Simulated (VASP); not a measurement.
# Rb (Im-3m) in VASP: single point with PBE

Aim: the single point of Rb with PBE.

All numbers are computed with VASP 6.6.1; they aren't measurements. Logs are shortened: lines on timing, memory, paths and dates and some standing lists are left out, and cuts for length are marked.

## Step 1: The cell of the first run

It takes space group Im-3m (No. 229, cubic). The conventional cell has a = 5.612 Å, b = 5.612 Å, c = 5.612 Å, α = 90.00°, β = 90.00°, γ = 90.00°.

## Step 2: Single point, PBE

Contents of POSCAR:

```
Rb
1.0
   -2.8060000000      2.8060000000      2.8060000000
    2.8060000000     -2.8060000000      2.8060000000
    2.8060000000      2.8060000000     -2.8060000000
Rb
1
Direct
    0.0000000000      0.0000000000      0.0000000000
```

Contents of INCAR.step1:

```
ALGO = Normal ; EDIFF = 1E-7
ENCUT = 520 ; GGA = PE
ISIF = 2 ; ISMEAR = -1
LASPH = True ; LCHARG = True
LREAL = False ; LWAVE = False
NBANDS = 10 ; NELM = 80
PREC = Accurate ; SIGMA = 0.05
```

Contents of KPOINTS.step1:

```
k-points
0
Gamma
  10 10 10
```

Contents of INCAR.step2:

```
ALGO = Normal ; EDIFF = 1E-7
ENCUT = 520 ; GGA = PE
ICHARG = 11 ; ISIF = 2
ISMEAR = -5 ; LASPH = True
LCHARG = False ; LORBIT = 11
LREAL = False ; LWAVE = False
NEDOS = 1001 ; NELM = 80
PREC = Accurate ; SIGMA = 0.05
```

Contents of KPOINTS.step2:

```
k-points
0
Gamma
  15 15 15
```

Potentials or basis: VASP PAW PBE potentials, release 64 (Rb_sv).

The run is started by

```console
cat potpaw_PBE.64/Rb_sv/POTCAR > POTCAR
cp INCAR.step1 INCAR
cp KPOINTS.step1 KPOINTS
mpirun -np 1 vasp_std > vasp.out
cp INCAR.step2 INCAR
cp KPOINTS.step2 KPOINTS
mpirun -np 1 vasp_std > vasp.out
```

OUTCAR:

```text
EDIFF = 1E-7
   ENCUT = 520
   GGA = PE
   ICHARG = 11
   ISIF = 2
   ISMEAR = -5
   LASPH = True
   LORBIT = 11
   LREAL = False
   NELM = 80
   PREC = Accurate

 ion  position               nearest neighbor table
   1  0.000  0.000  0.000-

  LATTYP: Found a body centered cubic cell.
 ALAT       =     5.6120000000

  Lattice vectors:

 A1 = (  -2.8060000000,   2.8060000000,   2.8060000000)
 A2 = (   2.8060000000,  -2.8060000000,   2.8060000000)
 A3 = (   2.8060000000,   2.8060000000,  -2.8060000000)

Analysis of symmetry for initial positions (statically):
=====================================================================
 Subroutine PRICEL returns:
 Original cell was already a primitive cell.

 Routine SETGRP: Setting up the symmetry group for a
 body centered cubic supercell.

 Subroutine GETGRP returns: Found 48 space group operations
 (whereof 48 operations were pure point group operations)
 out of a pool of 48 trial point group operations.

The static configuration has the point symmetry O_h .

Analysis of symmetry for dynamics (positions and initial velocities):
=====================================================================
 Subroutine PRICEL returns:
 Original cell was already a primitive cell.

 Routine SETGRP: Setting up the symmetry group for a
 body centered cubic supercell.

 Subroutine GETGRP returns: Found 48 space group operations
 (whereof 48 operations were pure point group operations)
 out of a pool of 48 trial point group operations.

The dynamic configuration has the point symmetry O_h .

 Subroutine INISYM returns: Found 48 space group operations
 (whereof 48 operations are pure point group operations),
 and found     1 'primitive' translations

----------------------------------------------------------------------------------------

                                     Primitive cell

  volume of cell :      88.3737

  direct lattice vectors                    reciprocal lattice vectors
    -2.806000000  2.806000000  2.806000000     0.000000000  0.178189594  0.178189594
     2.806000000 -2.806000000  2.806000000     0.178189594  0.000000000  0.178189594
     2.806000000  2.806000000 -2.806000000     0.178189594  0.178189594  0.000000000

  length of vectors
     4.860134566  4.860134566  4.860134566     0.251998140  0.251998140  0.251998140

  position of ions in fractional coordinates (direct lattice)
     0.000000000  0.000000000  0.000000000

  ion indices of the primitive-cell ions
   primitive index   ion index
                 1           1

----------------------------------------------------------------------------------------

 KPOINTS: k-points

Automatic generation of k-mesh.
 Grid dimensions read from file:
 generate k-points for:   15   15   15

 Generating k-lattice:

  Cartesian coordinates                     Fractional coordinates (reciprocal lattice)
     0.000000000  0.011879306  0.011879306     0.066666667  0.000000000  0.000000000
     0.011879306  0.000000000  0.011879306     0.000000000  0.066666667  0.000000000
     0.011879306  0.011879306  0.000000000     0.000000000  0.000000000  0.066666667

  Length of vectors
     0.016799876  0.016799876  0.016799876

  Shift w.r.t. Gamma in fractional coordinates (k-lattice)
     0.000000000  0.000000000  0.000000000

 TETIRR: Found   3891 inequivalent tetrahedra from    20250

 Subroutine IBZKPT returns following result:
 ===========================================

 Found    120 irreducible k-points:

 Following reciprocal coordinates:
            Coordinates               Weight
  0.000000  0.000000  0.000000      1.000000
  0.066667  0.000000  0.000000     12.000000
  0.133333  0.000000  0.000000     12.000000
  0.200000  0.000000  0.000000     12.000000
  0.266667  0.000000  0.000000     12.000000
  0.333333  0.000000  0.000000     12.000000
[... 16 lines left out ...]
  0.333333  0.200000  0.000000     48.000000
  0.400000  0.200000  0.000000     24.000000
 [... further k-points ...]
   k-points           NKPTS =    120   k-points in BZ     NKDIM =    120   number of bands    NBANDS=      8
   number of dos      NEDOS =   1001   number of ions     NIONS =      1
   total plane-waves  NPLWV =  46656
   dimension x,y,z NGX =    36 NGY =   36 NGZ =   36
   dimension x,y,z NGXF=    72 NGYF=   72 NGZF=   72
   ions per type =               1
   NGX,Y,Z   is equivalent  to a cutoff of  12.31, 12.31, 12.31 a.u.
   NGXF,Y,Z  is equivalent  to a cutoff of  24.63, 24.63, 24.63 a.u.
 SYSTEM =  unknown system
   PREC   = accura    normal or accurate (medium, high low for compatibility)
   ISTART =      0    job   : 0-new  1-cont  2-samecut
   ICHARG =     11    charge: 1-file 2-atom 10-const
   ISPIN  =      1    spin polarized calculation?
   LNONCOLLINEAR =      F non collinear calculations
   LSORBIT =      F    spin-orbit coupling
   LASPH  =      T    aspherical Exc in radial PAW
   ENCUT  =  520.0 eV  38.22 Ry    6.18 a.u.   9.04  9.04  9.04*2*pi/ulx,y,z
   NELM   =     80;   NELMIN=  2; NELMDL=  0     # of ELM steps
   EDIFF  = 0.1E-06   stopping-criterion for ELM
   LREAL  =      F    real-space projection
   EDIFFG = 0.1E-05   stopping-criterion for IOM
   NSW    =      0    number of steps for IOM
   IBRION =     -1    ionic relax: 0-MD 1-quasi-New 2-CG
   NFREE  =      0    steps in history (QN), initial steepest desc. (CG)
   ISIF   =      2    stress and relaxation
   ISYM   =      2    0-nonsym 1-usesym 2-fastsym
   POTIM  = 0.5000    time-step for ionic-motion
   TEBEG  =    0.0;   TEEND  =   0.0 temperature during run
   PSTRESS=    0.0 pullay stress
   NELECT =       9.0000    total number of electrons
   NUPDOWN=      -1.0000    fix difference up-down
   EMIN   =  10.00;   EMAX   =-10.00  energy-range for DOS
   EFERMI =   0.00;   METHOD = LEGACY
   ISMEAR =    -5;   SIGMA  =   0.05  broadening in eV -4-tet -1-fermi 0-gaus
   EFERMI_NEDOS =   21; number of points for ismear=-14 and -15
   IALGO  =     38    algorithm
   IMIX   =      4    mixing-type and parameters
     AMIX     =   0.40;   BMIX     =  1.00
     AMIX_MAG =   1.60;   BMIX_MAG =  1.00
  volume/ion in A,a.u.               =      88.37       596.38
  Fermi-wavevector in a.u.,A,eV,Ry     =   0.764507  1.444708  7.952205  0.584471
  Thomas-Fermi vector in A             =   1.864423
   LORBIT       =     11    0 simple, 1 ext, 2 COOP (PROOUT), +10 PAW based schemes
   GGA     = PE    functional components
   LHFCALC =     F    Hartree Fock is set to
   AEXX    =    0.0000 exact exchange contribution
   IVDW    =     0    specifies the selected vdW correction
   LEPSILON=     F    determine dielectric tensor
   LRPA    =     F    only Hartree local field effects (RPA)
 non-spin polarized calculation
 Fermi weights with tetrahedron method with Bloechl corrections
  energy-cutoff  :      520.00
  volume of cell :       88.37
 maximum number of plane-waves:      2414

 number of electron       9.0000000 magnetization

 Free energy of the ion-electron system (eV)
  ---------------------------------------------------
  ext. energy  EPLUGINS =         0.00000000
  ---------------------------------------------------
  free energy    TOTEN  =        -0.93520093 eV

  energy without entropy =       -0.93520093  energy(sigma->0) =       -0.93520093

 E-fermi :   0.0973     XC(G=0):  -5.5374

 val. band max:        0.0412595179   @ k =  -0.3333   0.4667   0.0667
 cond. band min:       0.0889785504   @ k =  -0.3333   0.4000   0.2000
 fundamental gap:      0.0477190325
 Fermi energy:         0.0972597895

 k-point     1 :       0.0000    0.0000    0.0000
  band No.  band energies     occupation
      1     -28.8091      2.00000
      2     -12.8483      2.00000
      3     -12.8483      2.00000
      4     -12.8483      2.00000
      5      -1.9326      2.00000
      6       3.7849      0.00000
      7       3.7849      0.00000
      8       3.7849      0.00000

 k-point     2 :       0.0667    0.0000    0.0000
  band No.  band energies     occupation
      1     -28.8088      2.00000
      2     -12.8530      2.00000
      3     -12.8499      2.00000
      4     -12.8483      2.00000
      5      -1.8785      2.00000
      6       3.7065      0.00000
      7       3.7083      0.00000
      8       3.8351      0.00000

 k-point     3 :       0.1333    0.0000    0.0000
  band No.  band energies     occupation
      1     -28.8083      2.00000
      2     -12.8663      2.00000
      3     -12.8542      2.00000
      4     -12.8483      2.00000
      5      -1.7185      2.00000
      6       3.4121      0.00000
      7       3.5129      0.00000
      8       3.9846      0.00000

 k-point     4 :       0.2000    0.0000    0.0000
  band No.  band energies     occupation
      1     -28.8074      2.00000
      2     -12.8856      2.00000
      3     -12.8606      2.00000
      4     -12.8483      2.00000
      5      -1.4594      2.00000
      6       2.9422      0.00000
      7       3.2779      0.00000
      8       4.2305      0.00000

 k-point     5 :       0.2667    0.0000    0.0000
  band No.  band energies     occupation
      1     -28.8064      2.00000
      2     -12.9075      2.00000
      3     -12.8678      2.00000
      4     -12.8484      2.00000
      5      -1.1126      2.00000
      6       2.4301      0.00000
      7       3.0543      0.00000
      8       4.5693      0.00000
[... 177 lines left out ...]
 k-point    22 :       0.2667    0.2000    0.0000
  band No.  band energies     occupation
      1     -28.8045      2.00000
      2     -12.9340      2.00000
      3     -12.8867      2.00000
      4     -12.8579      2.00000
      5      -0.1572      1.97855
      6       1.7503      0.00000
      7       2.3008      0.00000
      8       4.3655      0.00000

 k-point    23 :       0.3333    0.2000    0.0000
  band No.  band energies     occupation
      1     -28.8040      2.00000
      2     -12.9393      2.00000
      3     -12.8944      2.00000
      4     -12.8585      2.00000
      5       0.3152      0.05258
      6       1.3338      0.00000
      7       2.1679      0.00000
      8       4.1706      0.00000

 k-point    24 :       0.4000    0.2000    0.0000
  band No.  band energies     occupation
      1     -28.8039      2.00000
      2     -12.9410      2.00000
      3     -12.8974      2.00000
      4     -12.8587      2.00000
      5       0.6872     -0.00642
      6       0.9812      0.00000
      7       2.1239      0.00000
      8       4.0909      0.00000

 [... further k-points ...]
[... 5 lines left out ...]
  --------------------------------------------------------------------------------------
  -------------------------------------------------------------------------------------
  Total        0.0466887      0.0466887      0.0466887     -0.0000000     -0.0000000      0.0000000
  in kB        0.8464454      0.8464454      0.8464454     -0.0000000     -0.0000000      0.0000000
  external PRESSURE =       0.8464454 kB  Pullay stress =       0.0000000 kB

 VOLUME and BASIS-vectors are now :
 -----------------------------------------------------------------------------
  energy-cutoff  :      520.00
  volume of cell :       88.37
      direct lattice vectors                 reciprocal lattice vectors
    -2.806000000  2.806000000  2.806000000     0.000000000  0.178189594  0.178189594
     2.806000000 -2.806000000  2.806000000     0.178189594  0.000000000  0.178189594
     2.806000000  2.806000000 -2.806000000     0.178189594  0.178189594  0.000000000

 POSITION                                       TOTAL-FORCE (eV/Angst)
 -----------------------------------------------------------------------------------
      0.00000      0.00000      0.00000        -0.000000     -0.000000     -0.000000
 -----------------------------------------------------------------------------------
    total drift:                               -0.000000      0.000000      0.000000

  FREE ENERGIE OF THE ION-ELECTRON SYSTEM (eV)
  ---------------------------------------------------
  free  energy   TOTEN  =        -0.9352009281 eV

  energy  without entropy=       -0.9352009281  energy(sigma->0) =       -0.93520093

 total charge

# of ion       s       p       d       tot
------------------------------------------
    1        1.965   5.320   0.005   7.290
```

Run time: 49 s. Hardware: 1 thread of Intel Xeon Platinum 8375C at 2.90GHz (Ice Lake), shared host; peak memory 0.25 GiB.

Results:

```yaml
Valence_electrons_inside_the_program's_atomic_spheres: Rb 7.29
```

Levels at points of the mesh, in eV from the Fermi level:
```
           k point  band 1  band 2  band 3  band 4  band 5  band 6  band 7  band 8
(0.00, 0.00, 0.00)  -28.91  -12.95  -12.95  -12.95   -2.03    3.69    3.69    3.69
```
